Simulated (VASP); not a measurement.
# SrCd (Pm-3m) in VASP: further runs, part 2 of 2

VASP 6.6.1.

### 3 Relaxation of cell and atoms, LDA

This run uses another cell than the first one, of 32.07 Å³/atom, 1.088 times its volume.

The input, INCAR:

```
  PREC = Accurate
  ENCUT = 600
  EDIFF = 1E-7
  ISMEAR = -1
  SIGMA = 0.05
  LREAL = False
  LASPH = True
  NELM = 60
  ALGO = Normal
  ISIF = 3
  LWAVE = False
  LCHARG = False
  IBRION = 2
  NSW = 80
  EDIFFG = -0.02
```

The input, KPOINTS:

```
regular mesh
0
Gamma
  5 5 5
```

The input, POSCAR:

```
SrCd
1.0
    4.0030000000      0.0000000000      0.0000000000
    0.0000000000      4.0030000000      0.0000000000
    0.0000000000      0.0000000000      4.0030000000
Sr Cd
1 1
Direct
    0.5000000000      0.5000000000      0.5000000000
    0.0000000000      0.0000000000      0.0000000000
```

Potentials or basis: VASP PAW LDA potentials, release 64 (Sr_sv, Cd).

Launch:

```
cat potpaw_LDA.64/Sr_sv/POTCAR potpaw_LDA.64/Cd/POTCAR > POTCAR
mpirun -np 1 vasp_std > vasp.out
```

OUTCAR:

```text
PREC = Accurate
   ENCUT = 600
   EDIFF = 1E-7
   ISMEAR = -1
   LREAL = False
   LASPH = True
   NELM = 60
   ISIF = 3
   IBRION = 2
   NSW = 80
   EDIFFG = -0.02

 ion  position               nearest neighbor table
   1  0.500  0.500  0.500-   2 3.47   2 3.47   2 3.47   2 3.47   2 3.47   2 3.47   2 3.47   2 3.47

   2  0.000  0.000  0.000-   1 3.47   1 3.47   1 3.47   1 3.47   1 3.47   1 3.47   1 3.47   1 3.47

  LATTYP: Found a simple cubic cell.
 ALAT       =     4.0030000000

  Lattice vectors:

 A1 = (   4.0030000000,   0.0000000000,   0.0000000000)
 A2 = (   0.0000000000,   4.0030000000,   0.0000000000)
 A3 = (   0.0000000000,   0.0000000000,   4.0030000000)

Analysis of symmetry for initial positions (statically):
=====================================================================
 Subroutine PRICEL returns:
 Original cell was already a primitive cell.

 Routine SETGRP: Setting up the symmetry group for a
 simple cubic supercell.

 Subroutine GETGRP returns: Found 48 space group operations
[... 9 lines left out ...]

 Routine SETGRP: Setting up the symmetry group for a
 simple cubic supercell.

 Subroutine GETGRP returns: Found 48 space group operations
[... 11 lines left out ...]
                                     Primitive cell
[... 118 lines left out ...]

 Free energy of the ion-electron system (eV)
  ---------------------------------------------------
  ext. energy  EPLUGINS =         0.00000000
  ---------------------------------------------------
  free energy    TOTEN  =        -4.12612636 eV

  energy without entropy =       -4.11467525  energy(sigma->0) =       -4.12040080

------------------------ aborting loop because EDIFF is reached ----------------------------------------

  FORCE on cell =-STRESS in cart. coord.  units (eV):
  Direction    XX          YY          ZZ          XY          YZ          ZX
  --------------------------------------------------------------------------------------
  -------------------------------------------------------------------------------------
  Total       -0.9387050     -0.9387050     -0.9387050      0.0000000      0.0000000     -0.0000000
  in kB      -23.4467655    -23.4467655    -23.4467655      0.0000000      0.0000000     -0.0000000
  external PRESSURE =     -23.4467655 kB  Pullay stress =       0.0000000 kB
[... 59 lines left out ...]
--------------------------------------- Ionic step        3  -------------------------------------------

 number of electron      21.9999995 magnetization

 Free energy of the ion-electron system (eV)
  ---------------------------------------------------
  ext. energy  EPLUGINS =         0.00000000
  ---------------------------------------------------
  free energy    TOTEN  =        -4.16556878 eV

  energy without entropy =       -4.15512221  energy(sigma->0) =       -4.16034550

 E-fermi :   2.3649     XC(G=0):  -9.7806

 val. band max:        2.2978269466   @ k =   0.4000   0.4000   0.2000
 cond. band min:       2.6429873515   @ k =   0.4000   0.4000   0.0000
 fundamental gap:      0.3451604049
 Fermi energy:         2.3649054767

 k-point     1 :       0.0000    0.0000    0.0000
  band No.  band energies     occupation
      1     -32.9691      2.00000
      2     -15.0032      2.00000
      3     -15.0032      2.00000
      4     -15.0032      2.00000
      5      -6.2886      2.00000
      6      -6.2886      2.00000
      7      -6.0965      2.00000
      8      -6.0965      2.00000
      9      -6.0965      2.00000
     10      -3.6287      2.00000
     11       3.7681      0.00000
     12       3.7681      0.00000
     13       6.7510      0.00000
     14       6.7510      0.00000
[... 190 lines left out ...]
  FREE ENERGIE OF THE ION-ELECTRON SYSTEM (eV)
  ---------------------------------------------------
  free  energy   TOTEN  =        -4.1655687840 eV

  energy  without entropy=       -4.1551222083  energy(sigma->0) =       -4.16034550

 reached required accuracy - stopping structural energy minimisation
```

OSZICAR:

```text
N       E                     dE             d eps       ncg     rms          rms(c)
DAV:   1     0.140418557592E+03    0.14042E+03   -0.12408E+04   324   0.150E+03
DAV:   2     0.190118320539E+01   -0.13852E+03   -0.13508E+03   335   0.338E+02
DAV:   3    -0.414276498054E+01   -0.60439E+01   -0.60105E+01   496   0.635E+01
[... 25 lines left out ...]
DAV:   4    -0.416540924429E+01    0.37107E-03   -0.29056E-03   501   0.219E-01    0.187E-01
DAV:   5    -0.416552768606E+01   -0.11844E-03   -0.16389E-04   553   0.710E-02    0.935E-02
DAV:   6    -0.416556867221E+01   -0.40986E-04   -0.13846E-04   471   0.713E-02    0.974E-03
DAV:   7    -0.416556883621E+01   -0.16400E-06   -0.26051E-06   307   0.105E-02    0.403E-03
DAV:   8    -0.416556878397E+01    0.52240E-07   -0.10432E-07   262   0.265E-03
   3 F= -.41655688E+01 E0= -.41603455E+01  d E =-.394424E-01
```

CONTCAR:

```text
SrCd
   1.00000000000000
     3.8970839445585499   -0.0000000000000000   -0.0000000000000000
     0.0000000000000000    3.8970839445585499   -0.0000000000000000
     0.0000000000000000    0.0000000000000000    3.8970839445585495
  Sr              Cd
     1     1
Direct
     0.5000000000000000    0.5000000000000000    0.5000000000000000
     0.0000000000000000    0.0000000000000000    0.0000000000000000

  0.00000000E+00  0.00000000E+00  0.00000000E+00
  0.00000000E+00  0.00000000E+00  0.00000000E+00
```

Run time: 13 s. Hardware: 1 thread of Intel Xeon Platinum 8488C (Sapphire Rapids), shared host; peak memory 0.17 GiB.

What came out:

| Item | Value |
| --- | --- |
| Free energy | -4.1656 eV |
| Relaxed volume | 29.59 Å³/atom |
| Relaxed cell | a = 3.897 Å, b = 3.897 Å, c = 3.897 Å, α = 90.00°, β = 90.00°, γ = 90.00° |
| Space group after relaxing (to 0.05 Å) | Pm-3m (No. 221) |
| Energy gained by relaxing | 19.7 meV/atom |
| Ionic steps | 3 |
| Pressure after relaxing | 0.0 GPa |
| Band gap on the k mesh | zero (band 11 reaches 3.77 eV, above the bottom of band 12 at 1.80 eV) |

Step by step:
```tsv
step	energy change (eV)	largest force (eV/Å)	pressure (GPa)	volume (Å³)
1	0.0000	0.0000	-2.34	64.14
2	-0.0385	0.0000	-0.41	59.88
3	-0.0394	0.0000	-0.03	59.19
```

Final structure:
```xyz
2
Lattice="3.8971 0.0000 0.0000 0.0000 3.8971 0.0000 0.0000 0.0000 3.8971" Properties=species:S:1:pos:R:3 pbc="T T T"
Sr    1.9485    1.9485    1.9485
Cd    0.0000    0.0000    0.0000
```
